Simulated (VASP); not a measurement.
Runs of VASP 6.6.1 on Ti. The structure is that of space group P6_3/mmc (No. 194), or close to it. The cells are those of the table. 

```csv
cell,k mesh,gap on the mesh (eV),pressure (GPa)
"a = 2.863, b = 2.863, c = 4.545 Å, angles 90.0, 90.0, 120.0°, 2 atoms",8 × 8 × 5,none,-0.2
"a = 2.881, b = 2.881, c = 4.575 Å, angles 90.0, 90.0, 120.0°, 2 atoms",8 × 8 × 5,none,-2.5
"a = 2.868, b = 2.868, c = 4.519 Å, angles 90.0, 90.0, 120.0°, 2 atoms",8 × 8 × 4,none,-0.2
"a = 2.843, b = 2.843, c = 4.514 Å, angles 90.0, 90.0, 120.0°, 2 atoms",8 × 8 × 5,none,(a)
```

Alike in all rows: task single point; level LDA; potentials or basis VASP PAW LDA potentials, release 64 (Ti_sv); no spin polarisation; cutoff (eV) 520; smearing methfessel-paxton 0.05 eV.

Question: Estimate the missing entries.

Answer: (a) 2.5.

A gap of «none» marks levels without a gap at the run's occupations.
